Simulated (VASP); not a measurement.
A run of VASP 6.6.1:

Contents of INCAR:

```
PREC = Accurate ; ENCUT = 520
EDIFF = 1E-7 ; ISMEAR = -1
SIGMA = 0.05 ; LREAL = False
LASPH = True ; NELM = 60
ALGO = Normal ; ISIF = 2
LWAVE = False ; LCHARG = True
GGA = RP ; LELF = True
LVHAR = True ; NBANDS = 60
```

Contents of KPOINTS:

```
Automatic mesh
0
Gamma
  9 9 3
```

POSCAR

```
TiO2
1.0
    1.4811845236     -4.8479517262      0.0000000000
    1.4811845236      4.8479517262      0.0000000000
    0.0000000000      0.0000000000     10.3459284475
Ti O
4 8
Direct
    0.8672979401      0.1327020599      0.5844815385
    0.1327020599      0.8672979401      0.4155184615
    0.8672979401      0.1327020599      0.9155184615
    0.1327020599      0.8672979401      0.0844815385
    0.5000000000      0.5000000000      0.5000000000
    0.5000000000      0.5000000000      0.0000000000
    0.9338625593      0.0661374407      0.7500000000
    0.0661374407      0.9338625593      0.2500000000
    0.7519251139      0.2480748861      0.1026634397
    0.2480748861      0.7519251139      0.8973365603
    0.2480748861      0.7519251139      0.6026634397
    0.7519251139      0.2480748861      0.3973365603
```

Potentials or basis: VASP PAW PBE potentials, release 64 (Ti_sv, O).

The run is started by

```console
$ cat potpaw_PBE.64/Ti_sv/POTCAR potpaw_PBE.64/O/POTCAR > POTCAR
$ mpirun -np 1 vasp_std > vasp.out
```

Hardware: 1 thread of Intel(R) Xeon(R) Platinum 8488C (Sapphire Rapids), on a shared host.

Question: Estimate the wall time of this run.

Answer: It took 12 min on 1 thread of Intel(R) Xeon(R) Platinum 8488C (Sapphire Rapids), on a shared host, peak memory 0.54 GiB. Counts: scf iterations 18, k points 50.
